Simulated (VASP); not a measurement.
Here is a VASP 6.6.1 calculation.

File INCAR:

```
ALGO = Normal
EDIFF = 1E-6
ENCUT = 520
GGA = PE
ISIF = 2
ISMEAR = 0
LASPH = True
LCHARG = True
LELF = True
LREAL = False
LVHAR = True
LWAVE = False
NBANDS = 37
NELM = 100
PREC = Accurate
SIGMA = 0.1
```

Contents of KPOINTS:

```
k-points
0
Gamma
  4 4 4
```

File POSCAR:

```
LaTaO
1.0
    4.2656899200      0.0000000000      0.0000000000
    0.0000000000      4.2656899200      0.0000000000
    0.0000000000      0.0000000000      7.0086124000
La Ta O
2 2 2
Direct
    0.0000000000      0.5000000000      0.0000000000
    0.5000000000      0.0000000000      0.0000000000
    0.0000000000      0.0000000000      0.6387484100
    0.0000000000      0.0000000000      0.3612515900
    0.0000000000      0.0000000000      0.1386465000
    0.0000000000      0.0000000000      0.8613535000
```

Potentials or basis: VASP PAW PBE potentials, release 64 (La, Ta_pv, O).

Command:

```bash
$ cat potpaw_PBE.64/La/POTCAR potpaw_PBE.64/Ta_pv/POTCAR potpaw_PBE.64/O/POTCAR > POTCAR
$ mpirun -np 1 vasp_std > vasp.out
```

(1) What does it give for the band gap on the k mesh?

(2) What does it give for the pressure?

Answers

(1) zero (bands 28 and 29 overlap by 0.73 eV).

(2) 69.1 GPa.

Caveat: the k points lie up to 0.37 Å⁻¹ apart, too coarse for converged energies and pressures of a metal; spin-orbit coupling is left out, which moves the levels of the heavy elements; forces of over 1 eV/Å act on the atoms, so gaps and moduli don't describe the material at rest.
